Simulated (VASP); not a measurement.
Write the native input for VASP 6.6.1 that does the following.

```
Task                   : electric field gradients
Functional             : PBE
Potentials or basis    : VASP PAW PBE potentials, release 64 (Bi_d, Se)
Cutoff                 : 520 eV
k mesh                 : 8 × 8 × 8
Occupations            : fermi-dirac, width 0.02 eV
Spin                   : no spin polarisation
Dipole correction      : no
Further INCAR settings : ALGO = Normal; EDIFF = 1e-08; NBANDS = 32
```

The structure of Bi2Se3 lies in POSCAR:

```
Bi2Se3
1.0
    2.0956832629      1.2099432960      9.9762290674
   -2.0956832629      1.2099432960      9.9762290674
    0.0000000000     -2.4198865920      9.9762290674
Bi Se
2 3
Direct
    0.3984350000      0.3984350000      0.3984350000
    0.6015650000      0.6015650000      0.6015650000
    0.0000000000      0.0000000000      0.0000000000
    0.2157150000      0.2157150000      0.2157150000
    0.7842850000      0.7842850000      0.7842850000
```

The input as run:

INCAR

```
SYSTEM = Bi2Se3
ALGO = Normal
EDIFF = 1E-8
ENCUT = 520
GGA = PE
ISIF = 2
ISMEAR = -1
LASPH = .True.
LCHARG = .False.
LEFG = .True.
LREAL = .False.
LWAVE = .False.
NBANDS = 32
NELM = 80
PREC = Accurate
SIGMA = 0.02
```

KPOINTS

```
k-points
0
Gamma
  8 8 8
  0 0 0
```

Potentials or basis: VASP PAW PBE potentials, release 64 (Bi_d, Se).

Launch:

```bash
$ cat potpaw_PBE.64/Bi_d/POTCAR potpaw_PBE.64/Se/POTCAR > POTCAR
$ mpirun -np 1 vasp_std > vasp.out
```

It gave:

```
Pressure                                : 0.1 GPa
Largest force                           : 0.060 eV/Å
Band gap on the k mesh                  : 0.43 eV
Largest electric field gradient by atom : Bi +6.2; Se +70.4, -26.1 (each value once) V/Å²
```

Caveat: without QUAD_EFG the Cq values of the log hold for a quadrupole moment of 1 mb, not for the nuclei; spin-orbit coupling is left out, which moves the levels of the heavy elements.

Wall time 19 min on 1 thread of AMD EPYC 9R45 96-Core Processor (Zen 5) (shared host), peak memory 1 GiB.
